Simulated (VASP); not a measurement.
Write the native input for VASP 6.6.1 that does the following.

- Task: single point
- Functional: PBE
- Potentials or basis: VASP PAW PBE potentials, release 64 (B, N)
- Cutoff: 520 eV
- k mesh: 10 × 10 × 10
- Occupations: gaussian, width 0.01 eV
- Spin: no spin polarisation
- Dipole correction: no
- Further INCAR settings: ALGO = Normal; EDIFF = 1e-07; NBANDS = 11

The structure of BN (Qingsongite) lies in POSCAR:

```
BN
1.0
    0.0000000000      1.8302950246      1.8302950246
    1.8302950246      0.0000000000      1.8302950246
    1.8302950246      1.8302950246      0.0000000000
B N
1 1
Direct
    0.0000000000      0.0000000000      0.0000000000
    0.2500000000      0.2500000000      0.2500000000
```

This cell differs from its parent crystal: volume changed by +3%.

These files were run (other wordings do the same):

INCAR

```
ALGO     = Normal         # electronic algorithm
EDIFF    = 1E-7           # SCF threshold, eV
ENCUT    = 520            # plane-wave cutoff, eV
GGA      = PE             # functional
ISIF     = 2              # what is computed and relaxed
ISMEAR   = 0              # smearing method
LASPH    = True           # aspherical terms in the spheres
LCHARG   = False          # write CHGCAR
LREAL    = False          # projectors in reciprocal space
LWAVE    = False          # write WAVECAR
NBANDS   = 11             # bands
NELM     = 80             # most SCF steps
PREC     = Accurate       # precision mode
SIGMA    = 0.01           # smearing width, eV
```

KPOINTS

```
k-points
0
Gamma
  10 10 10
```

Potentials or basis: VASP PAW PBE potentials, release 64 (B, N).

Command:

```bash
$ cat potpaw_PBE.64/B/POTCAR potpaw_PBE.64/N/POTCAR > POTCAR
$ mpirun -np 1 vasp_std > vasp.out
```

Results of the run:

The pressure is -10.3 GPa. The band gap on the k mesh is 4.42 eV, indirect (least direct gap 8.64 eV).

Wall time 4.4 s on 1 thread of Intel Xeon 6975P-C (shared host), peak memory 0.12 GiB.
